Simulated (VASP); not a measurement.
A run of VASP 6.6.1:

The input INCAR:

```
SYSTEM = ReS2
ALGO = Normal
EDIFF = 1E-6
ENCUT = 410
GGA = CA
GGA_COMPAT = .FALSE.
ISIF = 2
ISMEAR = 0
LASPH = .TRUE.
LCHARG = .FALSE.
LREAL = Auto
LWAVE = .FALSE.
NBANDS = 126
NELM = 120
NELMDL = -8
PREC = Accurate
SIGMA = 0.01
```

The input KPOINTS:

```
k-points
0
G
  4 4 1
  0 0 0
```

Contents of POSCAR:

```
ReS2
1.0
    6.3355089393      0.0000000000      0.0000000000
    3.1112149501      5.6366336777      0.0000000000
    0.0000000000      0.0000000000     23.0000000000
Re S
8 16
Direct
    0.1217509518      0.2112687337      0.3653067994
    0.2450136531      0.5872257259      0.3694618331
    0.6948876457      0.1860222256      0.3668415341
    0.6718826780      0.6124710129      0.3679249952
    0.1217509518      0.2112687337      0.6305241907
    0.2450136531      0.5872257259      0.6346792244
    0.6948876457      0.1860222256      0.6320589254
    0.6718826780      0.6124710129      0.6331423865
    0.8663834063      0.8035865928      0.3158850369
    0.3307780708      0.8320972237      0.3087007631
    0.0360291291      0.9663328396      0.4260844165
    0.0008929480      0.5029257807      0.4351155771
    0.5003993430      0.9948860370      0.4188878189
    0.8301116125      0.3387288555      0.2918739789
    0.5366324604      0.4597124372      0.4429240769
    0.3658437923      0.2955096511      0.2996888219
    0.8663834063      0.8035865928      0.5811024282
    0.3307780708      0.8320972237      0.5739181545
    0.0360291291      0.9663328396      0.6913018078
    0.0008929480      0.5029257807      0.7003329684
    0.5003993430      0.9948860370      0.6841052102
    0.8301116125      0.3387288555      0.5570913702
    0.5366324604      0.4597124372      0.7081414682
    0.3658437923      0.2955096511      0.5649062132
```

Potentials or basis: VASP PAW LDA potentials, release 64 (Re_sv_GW, S).

The run is started by

```console
$ cat potpaw_LDA.64/Re_sv_GW/POTCAR potpaw_LDA.64/S/POTCAR > POTCAR
$ mpirun -np 1 vasp_std > vasp.out
```

Hardware: 1 thread of Intel(R) Xeon(R) Platinum 8559C (Emerald Rapids), on a shared host.

Question: How long does it take, and how much memory?

Answer: Wall time 36 min on 1 thread of Intel(R) Xeon(R) Platinum 8559C (Emerald Rapids) (shared host), peak memory 0.73 GiB. Counts: scf iterations 34, k points 10.
